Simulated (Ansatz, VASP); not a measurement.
# One calculation of Al2Cu, two programs

```
CELL_PARAMETERS angstrom
0.00000 -4.08417 0.00000
0.00000 0.00000 -2.84639
12.25252 -0.40842 0.28464
ATOMIC_POSITIONS crystal
Al 0.99167 0.50833 0.08332
Al 0.95833 0.54166 0.41665
Al 0.92500 0.57500 0.74998
Al 0.40834 0.59166 0.91665
Al 0.47500 0.52500 0.24998
Al 0.44167 0.55833 0.58332
Cu 0.97500 0.02500 0.24998
Cu 0.94167 0.05833 0.58332
Cu 0.90834 0.09166 0.91665
```

Alike in both runs: task single point; functional PBEsol; k mesh 11 × 16 × 4; occupations gaussian, width 0.15 eV; no spin polarisation.

|  | VASP | Ansatz |
| --- | --- | --- |
| version | VASP 6.6.1 | Ansatz 0.2.0 |
| potentials or method | VASP PAW PBE potentials, release 64 (Al, Cu), cutoff 520 eV | scalar-relativistic, plane waves, PAW |
| valence electrons in the cell | 51 | 75 |

```tsv
	VASP	Ansatz	Ansatz less VASP
gap on the k mesh at the Fermi level (eV)	none	none	-
pressure (GPa)	0.8	0.6	-0.23
traceless stress, the component that is largest in VASP (GPa)	1.24	1.26	+0.023
rms of the force components (eV/Å)	0.191	0.190	-0.0004
```

VASP's potentials were made for PBE, not for PBEsol. Atom by atom the forces differ by 0.002 eV/Å (rms over components). A gap of «none» marks a metal or a gap that the smearing closes. The functional is the same, so the differences come from potentials, cutoffs and numerics. VASP's potentials hold 51 valence electrons a cell and Ansatz's 75, so a difference there can come from the potentials and not from the codes.
